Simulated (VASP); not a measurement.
# Al (I4mm) in VASP: further runs

The runs below take Al through single point, with PBEsol.

Program: VASP 6.6.1. These are calculated values, not measurements. Logs are shortened: lines on timing, memory, paths and dates and some standing lists are left out, and cuts for length are marked.

**1. The cell of the first run**

Symmetry: I4mm, No. 107, tetragonal system. Conventional cell: a = 6.426 Å, b = 6.426 Å, c = 6.426 Å, α = 90.00°, β = 90.00°, γ = 90.00°. Al (site symmetry 4mm) has 14 Al at 2.61 to 3.53 Å within 3.6 Å. Within 3.4 Å of Al (site symmetry m) lie 14 Al at 2.61 to 3.21 Å. Within 3.7 Å of Al (site symmetry 2mm) lie 14 Al at 2.78 to 3.23 Å. Al (site symmetry 4mm) has 14 Al at 2.78 to 3.53 Å within 3.7 Å.

**2. Single point, PBEsol (atom 1 (Al) moved +0.315 Å along Cartesian [1 0 0])**

INCAR reads:

```
SYSTEM = Al
  PREC = Accurate
  ENCUT = 520
  EDIFF = 1E-6
  ISMEAR = 0
  SIGMA = 0.15
  LREAL = .FALSE.
  LASPH = .TRUE.
  NELM = 80
  ALGO = Fast
  ISIF = 2
  LWAVE = .FALSE.
  LCHARG = .FALSE.
  GGA = PS
  NBANDS = 22
```

KPOINTS reads:

```
regular mesh
0
G
  14 14 14
  0 0 0
```

POSCAR reads:

```
Al
1.0
    3.2128780077     -3.2128780077     -3.2128780077
   -3.2128780077      3.2128780077     -3.2128780077
    3.2128780077      3.2128780077      3.2128780077
Al
8
Direct
    0.5490214691      0.5000000000      0.0490214691
    0.5000000000      0.0000000000      0.0000000000
    0.0000000000      0.5000000000      0.0000000000
    0.0000000000      0.0000000000      0.0000000000
    0.5000000000      0.5000000000      0.5000000000
    0.5000000000      0.0000000000      0.5000000000
    0.0000000000      0.5000000000      0.5000000000
    0.0000000000      0.0000000000      0.5000000000
```

Potentials or basis: VASP PAW PBE potentials, release 64 (Al).

The run is started by

```bash
cat potpaw_PBE.64/Al/POTCAR > POTCAR
mpirun -np 1 vasp_std > vasp.out
```

OUTCAR:

```text
SYSTEM = Al
   PREC = Accurate
   ENCUT = 520
   EDIFF = 1E-6
   ISMEAR = 0
   LREAL = .FALSE.
   LASPH = .TRUE.
   NELM = 80
   ISIF = 2
   GGA = PS

 ion  position               nearest neighbor table
   1  0.549  0.500  0.049-   3 2.61   5 2.61   8 2.61   2 2.61   7 2.90   5 2.98   2 2.98   3 2.98
                             8 2.98   4 3.23   4 3.23   6 3.23   6 3.23
   2  0.500  0.000  0.000-   1 2.61   4 2.78   6 2.78   7 2.78   6 2.78   4 2.78   7 2.78   1 2.98
                             5 3.21   5 3.21   8 3.21   8 3.21   3 3.21   3 3.21
   3  0.000  0.500  0.000-   1 2.61   4 2.78   6 2.78   7 2.78   7 2.78   4 2.78   6 2.78   1 2.98
                             2 3.21   5 3.21   8 3.21   5 3.21   2 3.21   8 3.21
   4  0.000  0.000  0.000-   2 2.78   3 2.78   5 2.78   8 2.78   8 2.78   3 2.78   2 2.78   5 2.78
                             7 3.21   7 3.21   6 3.21   6 3.21   1 3.23   1 3.23
   5  0.500  0.500  0.500-   1 2.61   4 2.78   6 2.78   7 2.78   6 2.78   7 2.78   4 2.78   1 2.98
                             3 3.21   2 3.21   2 3.21   3 3.21   8 3.21   8 3.21
   6  0.500  0.000  0.500-   2 2.78   3 2.78   5 2.78   8 2.78   2 2.78   5 2.78   8 2.78   3 2.78
                             7 3.21   4 3.21   7 3.21   4 3.21   1 3.23   1 3.23
   7  0.000  0.500  0.500-   2 2.78   3 2.78   5 2.78   8 2.78   3 2.78   8 2.78   5 2.78   2 2.78
                             1 2.90   4 3.21   6 3.21   6 3.21   4 3.21
   8  0.000  0.000  0.500-   1 2.61   6 2.78   7 2.78   4 2.78   4 2.78   7 2.78   6 2.78   1 2.98
                             3 3.21   2 3.21   3 3.21   5 3.21   2 3.21   5 3.21

  LATTYP: Found a body centered cubic cell.
 ALAT       =     6.4257560154

  Lattice vectors:

 A1 = (   3.2128780077,  -3.2128780077,  -3.2128780077)
 A2 = (  -3.2128780077,   3.2128780077,  -3.2128780077)
 A3 = (   3.2128780077,   3.2128780077,   3.2128780077)

Analysis of symmetry for initial positions (statically):
=====================================================================
 Subroutine PRICEL returns:
 Original cell was already a primitive cell.

 Routine SETGRP: Setting up the symmetry group for a
 body centered cubic supercell.

 Subroutine GETGRP returns: Found  8 space group operations
 (whereof  4 operations were pure point group operations)
 out of a pool of 48 trial point group operations.

The static configuration has the point symmetry C_2v.
 The point group associated with its full space group is C_4v.

Analysis of symmetry for dynamics (positions and initial velocities):
=====================================================================
 Subroutine PRICEL returns:
 Original cell was already a primitive cell.

 Routine SETGRP: Setting up the symmetry group for a
 body centered cubic supercell.

 Subroutine GETGRP returns: Found  8 space group operations
 (whereof  4 operations were pure point group operations)
 out of a pool of 48 trial point group operations.

The dynamic configuration has the point symmetry C_2v.
[... 122 lines left out ...]
   PSTRESS=    0.0 pullay stress
   NELECT =      24.0000    total number of electrons
   NUPDOWN=      -1.0000    fix difference up-down
   EMIN   =  10.00;   EMAX   =-10.00  energy-range for DOS
   EFERMI =   0.00;   METHOD = LEGACY
   ISMEAR =     0;   SIGMA  =   0.15  broadening in eV -4-tet -1-fermi 0-gaus
   EFERMI_NEDOS =   21; number of points for ismear=-14 and -15
   IALGO  =     68    algorithm
   IMIX   =      4    mixing-type and parameters
     AMIX     =   0.40;   BMIX     =  1.00
     AMIX_MAG =   1.60;   BMIX_MAG =  1.00
  volume/ion in A,a.u.               =      16.58       111.90
  Fermi-wavevector in a.u.,A,eV,Ry     =   0.925901  1.749698 11.664164  0.857292
  Thomas-Fermi vector in A             =   2.051805
   LORBIT       =      0    0 simple, 1 ext, 2 COOP (PROOUT), +10 PAW based schemes
   GGA     = PS    functional components
   LHFCALC =     F    Hartree Fock is set to
   AEXX    =    0.0000 exact exchange contribution
   IVDW    =     0    specifies the selected vdW correction
   LEPSILON=     F    determine dielectric tensor
   LRPA    =     F    only Hartree local field effects (RPA)
 non-spin polarized calculation
 RMM-DIIS sequential band-by-band and
 Gauss-broadening in eV      SIGMA  =   0.15
  energy-cutoff  :      520.00
  volume of cell :      132.66
 maximum number of plane-waves:      3592
 NGX is ok and might be reduce to    42
   NGX = 21   NGY = 21   NGZ = 21

 number of electron      23.9999999 magnetization

 Free energy of the ion-electron system (eV)
  ---------------------------------------------------
  ext. energy  EPLUGINS =         0.00000000
  ---------------------------------------------------
  free energy    TOTEN  =       -31.75871749 eV

  energy without entropy =      -31.72026017  energy(sigma->0) =      -31.73948883

 E-fermi :   7.8765     XC(G=0): -10.2367

 val. band max:        7.8750502773   @ k =   0.4286   0.1429   0.0000
 cond. band min:       7.8856099974   @ k =   0.2143  -0.3571   0.3571
 fundamental gap:      0.0105597201
 Fermi energy:         7.8765188305

 k-point     1 :       0.0000    0.0000    0.0000
  band No.  band energies     occupation
      1      -3.2192      2.00000
      2       3.2288      2.00000
      3       3.4476      2.00000
      4       3.4476      2.00000
      5       3.5746      2.00000
      6       3.5995      2.00000
[... 589 lines left out ...]
     21      12.4024      0.00000
     22      12.7076      0.00000

 [... further k-points ...]
[... 5 lines left out ...]
  --------------------------------------------------------------------------------------
  -------------------------------------------------------------------------------------
  Total        0.3223015      0.9275150      0.9275150      0.0000000      0.0000000      0.0000000
  in kB        3.8925138     11.2018257     11.2018257      0.0000000      0.0000000      0.0000000
  external PRESSURE =       8.7653884 kB  Pullay stress =       0.0000000 kB

 VOLUME and BASIS-vectors are now :
 -----------------------------------------------------------------------------
  energy-cutoff  :      520.00
  volume of cell :      132.66
      direct lattice vectors                 reciprocal lattice vectors
     3.212878008 -3.212878008 -3.212878008     0.155623711  0.000000000 -0.155623711
    -3.212878008  3.212878008 -3.212878008     0.000000000  0.155623711 -0.155623711
     3.212878008  3.212878008  3.212878008     0.155623711  0.155623711  0.000000000

 POSITION                                       TOTAL-FORCE (eV/Angst)
 -----------------------------------------------------------------------------------
      0.31500     -0.00000     -3.21288        -1.365829      0.000000     -0.000000
      1.60644     -1.60644     -1.60644         0.297723     -0.450296      0.450296
     -1.60644      1.60644     -1.60644         0.297723     -0.450296     -0.450296
      0.00000      0.00000      0.00000         0.030923      0.000000     -0.000000
      1.60644      1.60644     -1.60644         0.297723      0.450296      0.450296
      3.21288      0.00000      0.00000         0.030923      0.000000     -0.000000
      0.00000      3.21288      0.00000         0.113094      0.000000     -0.000000
      1.60644      1.60644      1.60644         0.297723      0.450296     -0.450296
 -----------------------------------------------------------------------------------
    total drift:                                0.000019      0.000000     -0.000000

  FREE ENERGIE OF THE ION-ELECTRON SYSTEM (eV)
  ---------------------------------------------------
  free  energy   TOTEN  =       -31.7587174883 eV

  energy  without entropy=      -31.7202601707  energy(sigma->0) =      -31.73948883
```

OSZICAR:

```text
N       E                     dE             d eps       ncg     rms          rms(c)
DAV:   1     0.198247919079E+02    0.19825E+02   -0.83234E+03 10736   0.857E+02
DAV:   2    -0.300576309357E+02   -0.49882E+02   -0.47409E+02 13156   0.116E+02
DAV:   3    -0.320299300097E+02   -0.19723E+01   -0.19310E+01 14054   0.188E+01
DAV:   4    -0.320502463521E+02   -0.20316E-01   -0.20284E-01 12620   0.219E+00
DAV:   5    -0.320504519278E+02   -0.20558E-03   -0.20557E-03 13492   0.250E-01    0.389E+00
RMM:   6    -0.318552684942E+02    0.19518E+00   -0.85346E-02 10777   0.917E-01    0.219E+00
RMM:   7    -0.317650660759E+02    0.90202E-01   -0.61674E-02 11431   0.898E-01    0.362E-01
RMM:   8    -0.317587899347E+02    0.62761E-02   -0.57648E-03 11888   0.363E-01    0.184E-01
RMM:   9    -0.317587072121E+02    0.82723E-04   -0.84503E-04 12578   0.161E-01    0.596E-02
RMM:  10    -0.317587192225E+02   -0.12010E-04   -0.15528E-04 12586   0.807E-02    0.185E-02
RMM:  11    -0.317587198926E+02   -0.67009E-06   -0.45504E-05 12792   0.369E-02    0.762E-03
RMM:  12    -0.317587177693E+02    0.21232E-05   -0.10686E-05 12396   0.206E-02    0.423E-03
RMM:  13    -0.317587174883E+02    0.28103E-06   -0.29722E-06  9990   0.977E-03
   1 F= -.31758717E+02 E0= -.31739489E+02  d E =-.384573E-01
```

Wall time 12 min (1 thread of Oxide Virtual Turin-like, shared host); peak memory 0.56 GiB.

What came out:

* Free energy: -31.7587 eV
* Pressure: 0.9 GPa
* Largest force: 1.366 eV/Å
* Band gap on the k mesh: zero (bands 12 and 13 overlap by 5.02 eV)

Forces in eV/Å, atoms in the order of the input:
```
Al  -1.366  0.000  0.000
Al   0.298 -0.450  0.450
Al   0.298 -0.450 -0.450
Al   0.031  0.000  0.000
Al   0.298  0.450  0.450
Al   0.031  0.000  0.000
Al   0.113  0.000  0.000
Al   0.298  0.450 -0.450
```

Caveat: the cell differs from its parent crystal (atom 1 (Al) moved +0.315 Å along Cartesian [1 0 0]); the PAW data sets were made with another functional, which shifts forces and pressure a little.

**3. Single point, PBEsol (atom 1 (Al) moved -0.270 Å along Cartesian [1 0 0])**

INCAR reads:

```
ALGO = Fast
EDIFF = 1E-6
ENCUT = 520
GGA = PS
ISIF = 2
ISMEAR = 0
LASPH = T
LCHARG = F
LREAL = F
LWAVE = F
NBANDS = 22
NELM = 80
PREC = Accurate
SIGMA = 0.15
```

KPOINTS reads:

```
k-points
0
Gamma
  14 14 14
```

Edit POSCAR of step 2 so:

```diff
@@ -8,3 +8,3 @@
 Direct
-    0.5490214691      0.5000000000      0.0490214691
+    0.4579815979      0.5000000000     -0.0420184021
     0.5000000000      0.0000000000      0.0000000000
```

Potentials or basis: VASP PAW PBE potentials, release 64 (Al).

The run is started by

```bash
cat potpaw_PBE.64/Al/POTCAR > POTCAR
mpirun -np 1 vasp_std > vasp.out
```

Wall time 16 min (1 thread of Oxide Virtual Turin-like, shared host); peak memory 0.56 GiB.

Results (log left out):

| Property | Result |
| --- | --- |
| Free energy | -31.8156 eV |
| Pressure | 0.6 GPa |
| Largest force | 1.165 eV/Å |
| Band gap on the k mesh | zero (bands 12 and 13 overlap by 5.11 eV) |

Forces on the atoms (eV/Å):
```
Al   1.165  0.000  0.000
Al  -0.258  0.384 -0.384
Al  -0.258  0.384  0.384
Al  -0.027  0.000  0.000
Al  -0.258 -0.384 -0.384
Al  -0.027  0.000  0.000
Al  -0.081  0.000  0.000
Al  -0.258 -0.384  0.384
```

Stress tensor (GPa, compression positive):
```
0.28 0.00 0.00
0.00 0.83 0.00
0.00 0.00 0.83
```

Levels at points of the mesh, in eV from the Fermi level:
```tsv
k point	band 9	band 10	band 11	band 12	band 13	band 14	band 15	band 16
(0.00, 0.00, 0.00)	-3.84	-3.83	-3.75	-3.75	-3.54	1.86	1.86	1.91
(0.50, 0.00, 0.00)	-2.23	-1.99	0.53	0.59	0.78	0.86	1.21	1.24
(0.00, 0.50, 0.00)	-2.13	-2.10	0.42	0.63	0.78	0.97	1.25	1.28
(0.50, 0.50, 0.50)	-0.98	-0.95	-0.80	-0.80	0.35	0.40	4.60	4.60
```

Caveat: the cell differs from its parent crystal (atom 1 (Al) moved -0.270 Å along Cartesian [1 0 0]); the PAW data sets were made with another functional, which shifts forces and pressure a little.

**4. Single point, PBEsol (atom 1 (Al) moved +0.180 Å along Cartesian [1 0 0])**

INCAR reads:

```
SYSTEM = Al
  ALGO = Fast
  EDIFF = 1E-7
  ENCUT = 520
  GGA = PS
  ISIF = 2
  ISMEAR = 0
  LASPH = .TRUE.
  LCHARG = .FALSE.
  LREAL = .FALSE.
  LWAVE = .FALSE.
  NBANDS = 22
  NELM = 60
  PREC = Accurate
  SIGMA = 0.15
```

KPOINTS reads:

```
k-points
0
G
  14 14 14
  0 0 0
```

Edit POSCAR of step 3 so:

```diff
@@ -8,3 +8,3 @@
 Direct
-    0.4579815979      0.5000000000     -0.0420184021
+    0.5280122681      0.5000000000      0.0280122681
     0.5000000000      0.0000000000      0.0000000000
```

The run is started by

```bash
cat potpaw_PBE.64/Al/POTCAR > POTCAR
mpirun -np 1 vasp_std > vasp.out
```

Wall time 21 min (1 thread of Oxide Virtual Turin-like, shared host); peak memory 0.56 GiB.

Results (log left out):

* Free energy: -31.9027 eV
* Pressure: 0.3 GPa
* Largest force: 0.771 eV/Å
* Band gap on the k mesh: zero (bands 12 and 13 overlap by 5.27 eV)

Forces in eV/Å, atoms in the order of the input:
```
Al  -0.771  0.000  0.000
Al   0.174 -0.254  0.254
Al   0.174 -0.254 -0.254
Al   0.018  0.000  0.000
Al   0.174  0.254  0.254
Al   0.018  0.000  0.000
Al   0.039  0.000  0.000
Al   0.174  0.254 -0.254
```

Stress tensor (GPa, compression positive):
```
0.12 0.00 0.00
0.00 0.38 0.00
0.00 0.00 0.38
```

Levels at points of the mesh, in eV from the Fermi level:
```tsv
k point	band 9	band 10	band 11	band 12	band 13	band 14	band 15	band 16
(0.00, 0.00, 0.00)	-3.84	-3.84	-3.80	-3.80	-3.68	1.86	1.86	1.89
(0.50, 0.00, 0.00)	-2.20	-2.04	0.59	0.63	0.76	0.81	1.25	1.27
(0.00, 0.50, 0.00)	-2.13	-2.11	0.51	0.65	0.75	0.88	1.28	1.31
(0.50, 0.50, 0.50)	-0.97	-0.96	-0.85	-0.85	0.37	0.39	4.73	4.73
```

Caveat: the cell differs from its parent crystal (atom 1 (Al) moved +0.180 Å along Cartesian [1 0 0]); the PAW data sets were made with another functional, which shifts forces and pressure a little.

**5. Overview**

| cell | further INCAR settings | gap on the mesh (eV) | pressure (GPa) | largest force (eV/Å) |
| --- | --- | --- | --- | --- |
| as given, atomic positions A | ALGO = Fast; EDIFF = 1e-06; NBANDS = 22 | none | 0.9 | 1.37 |
| as given, atomic positions B | ALGO = Fast; EDIFF = 1e-06; NBANDS = 22 | none | 0.6 | 1.16 |
| as given, atomic positions C | ALGO = Fast; EDIFF = 1e-07; NBANDS = 22 | none | 0.3 | 0.77 |

Alike in all rows: task single point; level PBEsol; potentials or basis VASP PAW PBE potentials, release 64 (Al); no spin polarisation; k mesh 14 × 14 × 14; cutoff (eV) 520; smearing gaussian 0.15 eV.

Caveats: the PAW data sets were made with another functional, which shifts forces and pressure a little.

Absolute energies hang on the potentials; compare differences alone.
